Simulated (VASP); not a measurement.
Crystal: SbAsH6.

```
Sb As H
1.0
     3.64278    2.10316    2.36362
    -3.64278    2.10316    2.36362
     0.00000   -4.20632    2.36362
Sb As H
1 1 6
Direct
  0.00000 0.00000 0.00000
  0.50000 0.50000 0.50000
  0.58298 0.26425 0.21942
  0.26425 0.21942 0.58298
  0.78058 0.41702 0.73575
  0.73575 0.78058 0.41702
  0.41702 0.73575 0.78058
  0.21942 0.58298 0.26425
```

* Program: VASP 6.6.1
* Task: relaxation of cell and atoms
* Functional: PBEsol
* Potentials or basis: VASP PAW PBE potentials, release 64 (Sb, As, H)
* Cutoff: 600 eV
* k mesh: 4 × 4 × 4
* Occupations: fermi-dirac, width 0.03 eV
* Spin: no spin polarisation

At the start: pressure -10.0 GPa; volume 13.58 Å³/atom.

Problem. Where does the relaxation end?

Solution. Over 59 steps the energy falls by 273.7 meV/atom and the volume is 13.14 Å³/atom (-3.2 %); space group R-3 (No. 148, to 0.1 Å) before, R-3m (No. 166, to 0.1 Å).

Step by step:
```tsv
step	energy change (eV)	largest force (eV/Å)	pressure (GPa)	volume (Å³)
1	0.0000	0.3225	-10.02	108.65
3	-0.8969	0.8043	-1.52	88.30
5	-1.2505	0.7676	0.05	81.99
7	-1.5880	0.4323	3.39	73.61
9	-1.6503	0.1458	-1.28	76.50
11	-1.6620	0.1006	-0.19	75.62
13	-1.6752	0.0549	0.22	75.51
15	-1.7247	0.0567	1.58	76.08
17	-1.7533	0.0847	4.04	76.54
19	-1.7561	0.0867	4.06	76.70
21	-1.7676	0.1002	4.21	77.42
23	-1.8262	0.2287	5.08	80.23
25	-1.8746	0.5100	5.34	85.35
27	-1.9360	0.5085	3.07	90.35
29	-2.0263	0.1195	-1.21	94.37
31	-2.0361	0.0624	-0.26	93.35
33	-2.0531	0.0444	0.36	93.05
35	-2.0645	0.1120	1.15	93.15
37	-2.0773	0.2164	-0.34	98.25
39	-2.0903	0.1312	0.07	97.17
41	-2.1065	0.0985	0.00	98.78
43	-2.1535	0.1184	-0.08	101.44
45	-2.1550	0.1648	-0.07	102.36
47	-2.1743	0.0680	0.00	103.28
49	-2.1775	0.0537	0.02	103.65
51	-2.1783	0.0553	0.04	103.86
53	-2.1866	0.0240	0.12	104.29
55	-2.1882	0.0300	0.17	104.57
57	-2.1890	0.0188	-0.14	105.27
59	-2.1894	0.0072	-0.01	105.16
```

Final structure:
```
CELL_PARAMETERS angstrom
2.81073 1.62278 3.84238
-2.81073 1.62278 3.84238
0.00000 -3.24556 3.84238
ATOMIC_POSITIONS crystal
Sb 0.00000 0.00000 0.00000
As 0.50000 0.50000 0.50000
H 0.72785 0.26581 0.26707
H 0.26581 0.26707 0.72785
H 0.73293 0.27215 0.73419
H 0.73419 0.73293 0.27215
H 0.27215 0.73419 0.73293
H 0.26707 0.72785 0.26581
```

Caveat: the PAW data sets were made with another functional, which shifts forces and pressure a little.
